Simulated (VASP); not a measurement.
# Zr3S2: single point with PBEsol

The system is Zr3S2.

```xyz
5
Lattice="2.8230 1.6299 3.4065 -2.8230 1.6299 3.4065 0.0000 -3.2597 3.4065" Properties=species:S:1:pos:R:3 pbc="T T T"
Zr    0.9612    1.6649    5.1097
Zr    0.9612   -1.6649    5.1097
Zr   -1.9225    0.0000    5.1097
S     0.0000    0.0000    6.7855
S     0.0000    0.0000    3.4339
```

* Program: VASP 6.6.1
* Task: single point
* Functional: PBEsol
* Potentials or basis: VASP PAW PBE potentials, release 64 (Zr_sv, S)
* Cutoff: 520 eV
* k mesh: 6 × 6 × 6
* Occupations: fermi-dirac, width 0.05 eV
* Spin: no spin polarisation
* Dipole correction: no
* Further INCAR settings: ALGO = Normal; EDIFF = 1e-06; NBANDS = 32

```json
{"Pressure": "5.2 GPa", "Largest force": "0.012 eV/Å", "Band gap on the k mesh": "zero (band 24 reaches 9.79 eV, above the bottom of band 25 at 9.57 eV)"}
```

Forces on the atoms (eV/Å):
```
Zr   0.006  0.010  0.000
Zr   0.006 -0.010  0.000
Zr  -0.012  0.000  0.000
S    0.000  0.000 -0.003
S    0.000  0.000  0.003
```

Stress tensor (GPa, compression positive):
```
5.13 0.00 0.00
0.00 5.13 0.00
0.00 0.00 5.27
```

Levels at points of the mesh, in eV from the Fermi level:
| k point | band 20 | band 21 | band 22 | band 23 | band 24 | band 25 | band 26 | band 27 | band 28 | band 29 |
| --- | --- | --- | --- | --- | --- | --- | --- | --- | --- | --- |
| (0.00, 0.00, 0.00) | -4.13 | -2.74 | -2.06 | 0.13 | 0.13 | 0.73 | 0.73 | 2.18 | 3.01 | 3.01 |
| (0.50, 0.00, 0.00) | -3.74 | -1.29 | -1.22 | -0.98 | -0.74 | -0.07 | 1.01 | 1.89 | 1.97 | 2.70 |
| (0.50, 0.50, 0.00) | -3.77 | -2.10 | -1.35 | -0.87 | -0.32 | -0.10 | 0.97 | 2.04 | 2.16 | 2.35 |
| (0.50, 0.50, 0.50) | -4.47 | -0.82 | -0.43 | -0.22 | -0.22 | 0.31 | 0.31 | 1.17 | 1.17 | 2.44 |

Run time: 2.5 min on 1 thread of AMD EPYC 7R13, with other jobs on the host, peak memory 0.21 GiB.

Caveat: the PAW data sets were made with another functional, which shifts forces and pressure a little.
